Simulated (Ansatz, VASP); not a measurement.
**Ge3N in VASP and in Ansatz**

```
Ge N
1.0
     5.11162    0.00000    0.00000
    -2.55581    4.42679    0.00000
     0.00000    0.00000    5.82200
Ge N
6 2
Direct
  0.33865 0.00000 0.25000
  0.33865 0.33865 0.75000
  0.00000 0.33865 0.25000
  0.66135 0.00000 0.75000
  0.66135 0.66135 0.25000
  0.00000 0.66135 0.75000
  0.00000 0.00000 0.00000
  0.00000 0.00000 0.50000
```

Change from the starting cell: species swapped into the TiI3 type (P6_3/mcm, No. 193).

Alike in both runs: functional PBE; k mesh 6 × 6 × 4; occupations gaussian, width 0.1 eV; no spin polarisation.

Ansatz relaxed the structure, and its values are those at the end. VASP's run is a single point on that final structure, the one shown.

|  | VASP | Ansatz |
| --- | --- | --- |
| version | VASP 6.6.1 | Ansatz 0.2.0 |
| potentials or method | VASP PAW PBE potentials, release 64 (Ge_d, N), cutoff 520 eV | scalar-relativistic, plane waves, PAW |
| valence electrons in the cell | 94 | 94 |

|  | VASP | Ansatz | Ansatz less VASP |
| --- | --- | --- | --- |
| gap on the k mesh at the Fermi level (eV) | none | none | - |
| pressure (GPa) | -0.1 | -0.2 | -0.06 |
| rms of the force components (eV/Å) | 0.011 | 0.004 | -0.0075 |

A gap of «none» marks a metal or a gap that the smearing closes. With one functional, cell and mesh, what is left measures potentials, basis and numerics.
